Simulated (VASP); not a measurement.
# Pt (Fm-3m) in VASP: a series of runs, part 2 of 2

VASP 6.6.1.

### 3 Single point, HSE06

This run uses another cell than the first one, of 15.80 Å³/atom.

POSCAR reads:

```
Pt
1.0
    0.0000000000      1.9915947328      1.9915947328
    1.9915947328      0.0000000000      1.9915947328
    1.9915947328      1.9915947328      0.0000000000
Pt
1
Direct
    0.0000000000      0.0000000000      0.0000000000
```

INCAR.step1 reads:

```
SYSTEM = Pt
  PREC = Accurate
  ENCUT = 520
  EDIFF = 1E-5
  ISMEAR = -1
  SIGMA = 0.1
  LREAL = .False.
  LASPH = .True.
  NELM = 100
  ALGO = Normal
  ISIF = 2
  LWAVE = .True.
  LCHARG = .False.
  GGA = PE
  NBANDS = 11
```

INCAR.step2 reads:

```
SYSTEM = Pt
  PREC = Accurate
  ENCUT = 520
  EDIFF = 1E-6
  ISMEAR = -1
  SIGMA = 0.1
  LREAL = .False.
  LASPH = .True.
  NELM = 100
  ALGO = Normal
  ISIF = 2
  LWAVE = .False.
  LCHARG = .False.
  GGA = PE
  LHFCALC = .True.
  HFSCREEN = 0.2079
  PRECFOCK = Normal
  ISTART = 1
  NBANDS = 11
```

KPOINTS reads:

```
regular mesh
0
Gamma
  6 6 6
  0 0 0
```

Potentials or basis: VASP PAW PBE potentials, release 64 (Pt).

Run with:

```console
$ cat potpaw_PBE.64/Pt/POTCAR > POTCAR
$ cp INCAR.step1 INCAR
$ mpirun -np 1 vasp_std > vasp.out
$ cp INCAR.step2 INCAR
$ mpirun -np 1 vasp_std > vasp.out
```

OUTCAR:

```text
SYSTEM = Pt
   PREC = Accurate
   ENCUT = 520
   EDIFF = 1E-6
   ISMEAR = -1
   LREAL = .False.
   LASPH = .True.
   NELM = 100
   ISIF = 2
   GGA = PE
   LHFCALC = .True.
   HFSCREEN = 0.2079
   PRECFOCK = Normal
   ISTART = 1

 ion  position               nearest neighbor table
   1  0.000  0.000  0.000-

  LATTYP: Found a face centered cubic cell.
 ALAT       =     3.9831894656

  Lattice vectors:

 A1 = (   0.0000000000,   1.9915947328,   1.9915947328)
 A2 = (   1.9915947328,   0.0000000000,   1.9915947328)
 A3 = (   1.9915947328,   1.9915947328,   0.0000000000)

Analysis of symmetry for initial positions (statically):
=====================================================================
 Subroutine PRICEL returns:
 Original cell was already a primitive cell.

 Routine SETGRP: Setting up the symmetry group for a
 face centered cubic supercell.

 Subroutine GETGRP returns: Found 48 space group operations
 (whereof 48 operations were pure point group operations)
 out of a pool of 48 trial point group operations.

The static configuration has the point symmetry O_h .

Analysis of symmetry for dynamics (positions and initial velocities):
=====================================================================
 Subroutine PRICEL returns:
 Original cell was already a primitive cell.

 Routine SETGRP: Setting up the symmetry group for a
 face centered cubic supercell.

 Subroutine GETGRP returns: Found 48 space group operations
 (whereof 48 operations were pure point group operations)
 out of a pool of 48 trial point group operations.

The dynamic configuration has the point symmetry O_h .

 Subroutine INISYM returns: Found 48 space group operations
 (whereof 48 operations are pure point group operations),
 and found     1 'primitive' translations

----------------------------------------------------------------------------------------

                                     Primitive cell

  volume of cell :      15.7991

  direct lattice vectors                    reciprocal lattice vectors
     0.000000000  1.991594733  1.991594733    -0.251055093  0.251055093  0.251055093
     1.991594733  0.000000000  1.991594733     0.251055093 -0.251055093  0.251055093
     1.991594733  1.991594733  0.000000000     0.251055093  0.251055093 -0.251055093

  length of vectors
     2.816540282  2.816540282  2.816540282     0.434840176  0.434840176  0.434840176

  position of ions in fractional coordinates (direct lattice)
     0.000000000  0.000000000  0.000000000

  ion indices of the primitive-cell ions
   primitive index   ion index
                 1           1

----------------------------------------------------------------------------------------

 KPOINTS: regular mesh

Automatic generation of k-mesh.
 Grid dimensions read from file:
 generate k-points for:    6    6    6

 Generating k-lattice:

[... 32 lines left out ...]
 -0.333333  0.333333  0.166667     24.000000
 -0.333333  0.500000  0.166667     12.000000
   k-points           NKPTS =     16   k-points in BZ     NKDIM =    216   number of bands    NBANDS=     11
   number of dos      NEDOS =    301   number of ions     NIONS =      1
   total plane-waves  NPLWV =  13824
   dimension x,y,z NGX =    24 NGY =   24 NGZ =   24
   dimension x,y,z NGXF=    48 NGYF=   48 NGZF=   48
   ions per type =               1
   NGX,Y,Z   is equivalent  to a cutoff of  14.17, 14.17, 14.17 a.u.
   NGXF,Y,Z  is equivalent  to a cutoff of  28.33, 28.33, 28.33 a.u.
 SYSTEM =  Pt
   PREC   = accura    normal or accurate (medium, high low for compatibility)
   ISTART =      1    job   : 0-new  1-cont  2-samecut
   ICHARG =      0    charge: 1-file 2-atom 10-const
   ISPIN  =      1    spin polarized calculation?
   LNONCOLLINEAR =      F non collinear calculations
   LSORBIT =      F    spin-orbit coupling
   LASPH  =      T    aspherical Exc in radial PAW
   ENCUT  =  520.0 eV  38.22 Ry    6.18 a.u.   5.24  5.24  5.24*2*pi/ulx,y,z
   NELM   =    100;   NELMIN=  2; NELMDL=  0     # of ELM steps
   EDIFF  = 0.1E-05   stopping-criterion for ELM
   LREAL  =      F    real-space projection
   EDIFFG = 0.1E-04   stopping-criterion for IOM
   NSW    =      0    number of steps for IOM
   IBRION =     -1    ionic relax: 0-MD 1-quasi-New 2-CG
   NFREE  =      0    steps in history (QN), initial steepest desc. (CG)
   ISIF   =      2    stress and relaxation
   ISYM   =      3    0-nonsym 1-usesym 2-fastsym
   POTIM  = 0.5000    time-step for ionic-motion
   TEBEG  =    0.0;   TEEND  =   0.0 temperature during run
   PSTRESS=    0.0 pullay stress
   NELECT =      10.0000    total number of electrons
   NUPDOWN=      -1.0000    fix difference up-down
   EMIN   =  10.00;   EMAX   =-10.00  energy-range for DOS
   EFERMI =   0.00;   METHOD = LEGACY
   ISMEAR =    -1;   SIGMA  =   0.10  broadening in eV -4-tet -1-fermi 0-gaus
   EFERMI_NEDOS =   21; number of points for ismear=-14 and -15
   IALGO  =     38    algorithm
   IMIX   =      1    mixing-type and parameters
     AMIX     =   0.40;   BMIX     =  1.00
     AMIX_MAG =   1.60;   BMIX_MAG =  1.00
  volume/ion in A,a.u.               =      15.80       106.62
  Fermi-wavevector in a.u.,A,eV,Ry     =   1.405607  2.656212 26.881447  1.975731
  Thomas-Fermi vector in A             =   2.528051
   LORBIT       =      0    0 simple, 1 ext, 2 COOP (PROOUT), +10 PAW based schemes
   GGA     = PE    functional components
   LHFCALC =     T    Hartree Fock is set to
   PRECFOCK=normal    Normal, Fast or Accurate (Low or Medium for compatibility)
   ENCUT4O =  -1.0   cutoff for four orbital integrals eV
   NKREDX  =     1    reduce k-point grid by
   NKREDY  =     1    reduce k-point grid by
   NKREDZ  =     1    reduce k-point grid by
   AEXX    =    0.2500 exact exchange contribution
   HFSCREEN=    0.2079 screening length (either q_TF or 0.3 A-1)
   HFSCREENC=   0.2079 screening length for correlation (either q_TF or 0.3 A-1)
   ENCUTFOCK=  -1.0 apply spherical cutoff to Coloumb kernel
   IVDW    =     0    specifies the selected vdW correction
   LEPSILON=     F    determine dielectric tensor
   LRPA    =     F    only Hartree local field effects (RPA)
 non-spin polarized calculation
  energy-cutoff  :      520.00
  volume of cell :       15.80
 maximum number of plane-waves:       444
 NGX is ok and might be reduce to    24
  NGX = 16; NGY = 16; NGZ = 16

 number of electron      10.0000001 magnetization

 Free energy of the ion-electron system (eV)
  ---------------------------------------------------
  ext. energy  EPLUGINS =         0.00000000
  ---------------------------------------------------
  free energy    TOTEN  =        -7.00437982 eV

  energy without entropy =       -6.96222937  energy(sigma->0) =       -6.98330460

 E-fermi :   9.7255     XC(G=0): -10.7592

 val. band max:        9.7130582649   @ k =   0.5000   0.0000   0.0000
 cond. band min:       9.7574538431   @ k =   0.5000   0.0000   0.0000
 fundamental gap:      0.0443955782
 Fermi energy:         9.7254920998

 k-point     1 :       0.0000    0.0000    0.0000
  band No.  band energies     occupation
      1      -0.6384      2.00000
      2       5.6752      2.00000
      3       5.6752      2.00000
      4       5.6752      2.00000
      5       7.6335      2.00000
      6       7.6335      2.00000
      7      25.9146      0.00000
      8      30.8270      0.00000
      9      30.8270      0.00000
     10      30.8270      0.00000
     11      35.9634      0.00000
[... 197 lines left out ...]
 k-point    16 :      -0.3333    0.5000    0.1667
  band No.  band energies     occupation
      1       3.2727      2.00000
      2       3.8194      2.00000
      3       6.6791      2.00000
      4       8.0590      2.00000
      5      10.3527      0.00377
      6      16.5505      0.00000
      7      18.1870      0.00000
      8      20.8210      0.00000
      9      22.6364      0.00000
     10      34.4989      0.00000
     11      35.3801      0.00000

------------------------ aborting loop because EDIFF is reached ----------------------------------------

  FORCE on cell =-STRESS in cart. coord.  units (eV):
  Direction    XX          YY          ZZ          XY          YZ          ZX
  --------------------------------------------------------------------------------------
  -------------------------------------------------------------------------------------
  Total       -1.1853828     -1.1853828     -1.1853828     -0.0000000      0.0000000     -0.0000000
  in kB     -120.2088124   -120.2088124   -120.2088124     -0.0000000      0.0000000     -0.0000000
  external PRESSURE =    -120.2088124 kB  Pullay stress =       0.0000000 kB

 VOLUME and BASIS-vectors are now :
 -----------------------------------------------------------------------------
  energy-cutoff  :      520.00
  volume of cell :       15.80
      direct lattice vectors                 reciprocal lattice vectors
     0.000000000  1.991594733  1.991594733    -0.251055093  0.251055093  0.251055093
     1.991594733  0.000000000  1.991594733     0.251055093 -0.251055093  0.251055093
     1.991594733  1.991594733  0.000000000     0.251055093  0.251055093 -0.251055093

 POSITION                                       TOTAL-FORCE (eV/Angst)
 -----------------------------------------------------------------------------------
      0.00000      0.00000      0.00000         0.000000      0.000000      0.000000
 -----------------------------------------------------------------------------------
    total drift:                                0.000000      0.000001      0.000001

  FREE ENERGIE OF THE ION-ELECTRON SYSTEM (eV)
  ---------------------------------------------------
  free  energy   TOTEN  =        -7.0043798221 eV

  energy  without entropy=       -6.9622293731  energy(sigma->0) =       -6.98330460
```

It took 11 min on 1 thread of AMD EPYC 7R43 (Zen 3), shared host; peak memory 0.21 GiB.

What came out:

- Free energy: -7.0044 eV
- Pressure: -12.0 GPa
- Band gap on the k mesh: zero (bands 5 and 6 overlap by 2.79 eV)

Levels at points of the mesh, in eV from the Fermi level:
```tsv
k point	band 2	band 3	band 4	band 5	band 6	band 7	band 8	band 9
(0.00, 0.00, 0.00)	-4.05	-4.05	-4.05	-2.09	-2.09	16.19	21.10	21.10
(0.50, 0.00, 0.00)	-4.20	-4.20	-0.01	-0.01	0.03	6.72	15.69	20.35
(0.50, 0.50, 0.00)	-6.88	-0.34	0.65	0.65	2.43	9.84	12.58	12.58
```

Caveat: the k points lie up to 0.46 Å⁻¹ apart, too coarse for converged energies and pressures of a metal; the PAW data sets were made with another functional, which shifts forces and pressure a little; spin-orbit coupling is left out, which moves the levels of the heavy elements.

### 4 Single point, HSE06

This run uses another cell than the first one, of 15.80 Å³/atom.

POSCAR is that of step 3.

INCAR.step1 reads:

```
PREC = Accurate
ENCUT = 520
EDIFF = 1E-5
ISMEAR = -1
SIGMA = 0.1
LREAL = False
LASPH = True
NELM = 60
ALGO = Normal
ISIF = 2
LWAVE = True
LCHARG = False
GGA = PE
NBANDS = 11
```

INCAR.step2 reads:

```
PREC = Accurate
ENCUT = 520
EDIFF = 1E-6
ISMEAR = -1
SIGMA = 0.1
LREAL = False
LASPH = True
NELM = 60
ALGO = Normal
ISIF = 2
LWAVE = False
LCHARG = False
GGA = PE
LHFCALC = True
HFSCREEN = 0.2079
PRECFOCK = Normal
ISTART = 1
NBANDS = 11
```

KPOINTS reads:

```
regular mesh
0
Gamma
  6 6 6
```

Run with:

```console
$ cat potpaw_PBE.64/Pt/POTCAR > POTCAR
$ cp INCAR.step1 INCAR
$ mpirun -np 1 vasp_std > vasp.out
$ cp INCAR.step2 INCAR
$ mpirun -np 1 vasp_std > vasp.out
```

Run time: 10 min. Hardware: 1 thread of AMD EPYC 7R43 (Zen 3), shared host; peak memory 0.21 GiB.

The run converged. Its results:

```
Free energy            : -7.0044 eV
Pressure               : -12.0 GPa
Band gap on the k mesh : zero (bands 5 and 6 overlap by 2.79 eV)
```

Levels at points of the mesh, in eV from the Fermi level:
```csv
k point,band 3,band 4,band 5,band 6,band 7,band 8
"(0.00, 0.00, 0.00)",-4.05,-4.05,-2.09,-2.09,16.19,21.10
"(0.50, 0.00, 0.00)",-4.20,-0.01,-0.01,0.03,6.72,15.69
"(0.50, 0.50, 0.00)",-0.34,0.65,0.65,2.43,9.84,12.58
```

Caveat: the k points lie up to 0.46 Å⁻¹ apart, too coarse for converged energies and pressures of a metal; the PAW data sets were made with another functional, which shifts forces and pressure a little; spin-orbit coupling is left out, which moves the levels of the heavy elements.

### 5 Single point, HSE06

This run uses another cell than the first one, of 16.27 Å³/atom.

POSCAR reads:

```
Pt
1.0
    0.0000000000      2.0111214166      2.0111214166
    2.0111214166      0.0000000000      2.0111214166
    2.0111214166      2.0111214166      0.0000000000
Pt
1
Direct
    0.0000000000      0.0000000000      0.0000000000
```

INCAR.step1 reads:

```
PREC = Accurate ; ENCUT = 520
EDIFF = 1E-5 ; ISMEAR = -1
SIGMA = 0.1 ; LREAL = False
LASPH = True ; NELM = 100
ALGO = Normal ; ISIF = 2
LWAVE = True ; GGA = PE
NBANDS = 11
```

INCAR.step2 reads:

```
PREC = Accurate ; ENCUT = 520
EDIFF = 1E-7 ; ISMEAR = -1
SIGMA = 0.1 ; LREAL = False
LASPH = True ; NELM = 100
ALGO = Normal ; ISIF = 2
LWAVE = False ; LCHARG = True
GGA = PE ; LHFCALC = True
HFSCREEN = 0.2079 ; PRECFOCK = Normal
LELF = True ; LVHAR = True
ISTART = 1 ; NBANDS = 11
```

KPOINTS reads:

```
Automatic mesh
0
Gamma
  6 6 6
```

Run with:

```console
$ cat potpaw_PBE.64/Pt/POTCAR > POTCAR
$ cp INCAR.step1 INCAR
$ mpirun -np 1 vasp_std > vasp.out
$ cp INCAR.step2 INCAR
$ mpirun -np 1 vasp_std > vasp.out
```

Wall time 15 min (1 thread of AMD EPYC 7R43 (Zen 3), shared host); peak memory 0.21 GiB.

Results (log left out):

```
Free energy            : -6.9616 eV
Pressure               : -17.3 GPa
Band gap on the k mesh : zero (bands 5 and 6 overlap by 2.67 eV)
```

Levels at points of the mesh, in eV from the Fermi level:
```csv
k point,band 3,band 4,band 5,band 6,band 7,band 8
"(0.00, 0.00, 0.00)",-3.87,-3.87,-2.01,-2.01,16.23,20.97
"(0.50, 0.00, 0.00)",-4.02,-0.02,-0.02,0.17,6.49,15.72
"(0.50, 0.50, 0.00)",-0.34,0.62,0.62,2.49,9.52,12.47
```

Caveat: the k points lie up to 0.45 Å⁻¹ apart, too coarse for converged energies and pressures of a metal; the PAW data sets were made with another functional, which shifts forces and pressure a little; spin-orbit coupling is left out, which moves the levels of the heavy elements.

### 6 Single point, HSE06

This run uses another cell than the first one, of 16.27 Å³/atom.

POSCAR is that of step 5.

INCAR.step1 reads:

```
SYSTEM = Pt
ALGO = Normal
EDIFF = 1E-5
ENCUT = 520
GGA = PE
ISIF = 2
ISMEAR = -1
LASPH = .TRUE.
LCHARG = .FALSE.
LREAL = .FALSE.
LWAVE = .TRUE.
NBANDS = 11
NELM = 80
PREC = Accurate
SIGMA = 0.1
```

INCAR.step2 reads:

```
SYSTEM = Pt
ALGO = Normal
EDIFF = 1E-7
ENCUT = 520
GGA = PE
HFSCREEN = 0.2079
ISIF = 2
ISMEAR = -1
ISTART = 1
LASPH = .TRUE.
LCHARG = .FALSE.
LHFCALC = .TRUE.
LREAL = .FALSE.
LWAVE = .FALSE.
NBANDS = 11
NELM = 80
PREC = Accurate
PRECFOCK = Normal
SIGMA = 0.1
```

KPOINTS reads:

```
k-points
0
G
  6 6 6
  0 0 0
```

Potentials or basis: VASP PAW PBE potentials, release 64 (Pt).

Run with:

```console
$ cat potpaw_PBE.64/Pt/POTCAR > POTCAR
$ cp INCAR.step1 INCAR
$ mpirun -np 1 vasp_std > vasp.out
$ cp INCAR.step2 INCAR
$ mpirun -np 1 vasp_std > vasp.out
```

Wall time 16 min (1 thread of AMD EPYC 7R43 (Zen 3), shared host); peak memory 0.21 GiB.

It converged, with:

| Property | Result |
| --- | --- |
| Free energy | -6.9616 eV |
| Pressure | -17.3 GPa |
| Band gap on the k mesh | zero (bands 5 and 6 overlap by 2.67 eV) |

Levels at points of the mesh, in eV from the Fermi level:
```
           k point  band 1  band 2  band 3  band 4  band 5  band 6  band 7  band 8  band 9  band 10
(0.00, 0.00, 0.00)  -10.03   -3.87   -3.87   -3.87   -2.01   -2.01   16.23   20.97   20.97    20.97
(0.50, 0.00, 0.00)   -7.21   -4.02   -4.02   -0.02   -0.02    0.17    6.49   15.72   20.12    20.12
(0.50, 0.50, 0.00)   -7.09   -6.58   -0.34    0.62    0.62    2.49    9.52   12.47   12.47    20.85
```

Caveat: the k points lie up to 0.45 Å⁻¹ apart, too coarse for converged energies and pressures of a metal; the PAW data sets were made with another functional, which shifts forces and pressure a little; spin-orbit coupling is left out, which moves the levels of the heavy elements.

### 7 Overview

```csv
cell,gap on the mesh (eV),pressure (GPa)
"a = 2.788 Å, angles 60.0°, 1 atom",none,-5.6
"a = 2.817 Å, angles 60.0°, 1 atom",none,-12.0
"a = 2.844 Å, angles 60.0°, 1 atom",none,-17.3
```

Alike in all rows: task single point; level HSE06; potentials or basis VASP PAW PBE potentials, release 64 (Pt); no spin polarisation; k mesh 6 × 6 × 6; cutoff (eV) 520; smearing fermi-dirac 0.1 eV.

Caveats: all runs use coarse meshes; the PAW data sets were made with another functional, which shifts forces and pressure a little; spin-orbit coupling is left out, which moves the levels of the heavy elements.

Total energies depend on the potentials used, so only differences within one code and one set of settings carry meaning.

The gap in the log of VASP goes by the Fermi energy; the results here count the filled bands.